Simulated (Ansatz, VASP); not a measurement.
## CuO in VASP and in Ansatz

Contents of INCAR:

```
  PREC = Accurate
  ENCUT = 520
  EDIFF = 1E-6
  ISMEAR = 0
  SIGMA = 0.1
  LREAL = F
  LASPH = T
  NELM = 100
  ALGO = Normal
  ISIF = 2
  LWAVE = F
  LCHARG = T
  GGA = PS
  LELF = T
  LVHAR = T
  NBANDS = 25
```

Contents of KPOINTS:

```
regular mesh
0
Gamma
  6 6 4
```

File POSCAR:

```
CuO
1.0
    2.3404404522     -1.7107783127     -0.0229301573
    2.3197430003      1.6824555157     -0.0101368612
   -0.8908838133      0.0240860588      5.0786274137
Cu O
2 2
Direct
   -0.0082652229      0.4939545091     -0.0055067082
    0.4909130835     -0.0195801087      0.4987901057
    0.5733962104      0.3983939412      0.2576963426
    0.3918683292      0.5610426818      0.7397132466
```

Input for Ansatz:

```yaml
crystal:
  lattice:
    - [2.3404404522, -1.7107783127, -0.0229301573]
    - [2.3197430003, 1.6824555157, -0.0101368612]
    - [-0.8908838133, 0.0240860588, 5.0786274137]
  atoms:
    - { symbol: Cu, position: [-0.0082652229, 0.4939545091, -0.0055067082] }
    - { symbol: Cu, position: [0.4909130835, -0.0195801087, 0.4987901057] }
    - { symbol: O, position: [0.5733962104, 0.3983939412, 0.2576963426] }
    - { symbol: O, position: [0.3918683292, 0.5610426818, 0.7397132466] }
basis:
  ecutwfc: 420
kpoints:
  mp_grid: { grid: [6, 6, 4] }
hamiltonian:
  xc: pbesol
scf:
  occupations: { method: gaussian, width: 0.1 }
output:
  forces: true
  stress: true
  eigenvalues: true
```

Change from the starting cell: kmesh displaced: [6, 6, 4] Gamma-centred.

Alike in both runs: task single point; functional PBEsol; k mesh 6 × 6 × 4; occupations gaussian, width 0.1 eV; no spin polarisation.

|  | VASP | Ansatz |
| --- | --- | --- |
| version | VASP 6.6.1 | Ansatz 0.2.0 |
| potentials or method | VASP PAW PBE potentials, release 64 (Cu, O), cutoff 520 eV | scalar-relativistic, plane waves, PAW |
| valence electrons in the cell | 34 | 50 |

|  | VASP | Ansatz | Ansatz less VASP |
| --- | --- | --- | --- |
| gap on the k mesh at the Fermi level (eV) | none | none | - |
| pressure (GPa) | -0.7 | -1.3 | -0.68 |
| traceless stress, the component that is largest in VASP (GPa) | -2.32 | -2.54 | -0.219 |
| rms of the force components (eV/Å) | 0.333 | 0.330 | -0.0029 |

VASP's potentials were made for PBE, not for PBEsol. Atom by atom the forces differ by 0.022 eV/Å (rms over components). A gap of «none» marks a metal or a gap that the smearing closes. The functional is the same, so the differences come from potentials, cutoffs and numerics. VASP's potentials hold 34 valence electrons a cell and Ansatz's 50, so a difference there can come from the potentials and not from the codes.

The k mesh is coarse, so the values compare programs but aren't converged.
